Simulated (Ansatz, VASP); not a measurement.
## SnSe in VASP and in Ansatz

```
CELL_PARAMETERS angstrom
0.00000 3.01000 2.91970
3.01000 0.00000 2.91970
3.01000 3.01000 0.00000
ATOMIC_POSITIONS crystal
Sn 0.00000 0.00000 0.00000
Se 0.50000 0.50000 0.50000
```

Change from the starting cell: strain -0.0300 x Voigt [0, 0, 1, 0, 0, 0], atoms carried along.

Alike in both runs: task single point; functional r2SCAN; k mesh 10 × 10 × 10; occupations gaussian, width 0.05 eV; no spin polarisation.

|  | VASP | Ansatz |
| --- | --- | --- |
| version | VASP 6.6.1 | Ansatz 0.2.0 |
| potentials or method | VASP PAW PBE potentials, release 64 (Sn_d, Se), cutoff 520 eV | scalar-relativistic, plane waves, PAW |
| valence electrons in the cell | 20 | 30 |

VASP gave:

| Item | Value |
| --- | --- |
| gap on the k mesh at the Fermi level (eV) | 0.49 |
| least direct gap on the mesh (eV) | 0.63 |
| pressure (GPa) | 1.9 |
| traceless stress, the component that is largest in VASP (GPa) | 3.02 |

**Question.** What did Ansatz give for the same quantities?

**Answer.** gap on the k mesh at the Fermi level (eV): 0.49; least direct gap on the mesh (eV): 0.63; pressure (GPa): 1.8; traceless stress, the component that is largest in VASP (GPa): 3.01.

VASP's potentials were made for PBE, not for r2SCAN. The functional is the same, so the differences come from potentials, cutoffs and numerics. VASP's potentials hold 20 valence electrons a cell and Ansatz's 30, so a difference there can come from the potentials and not from the codes.
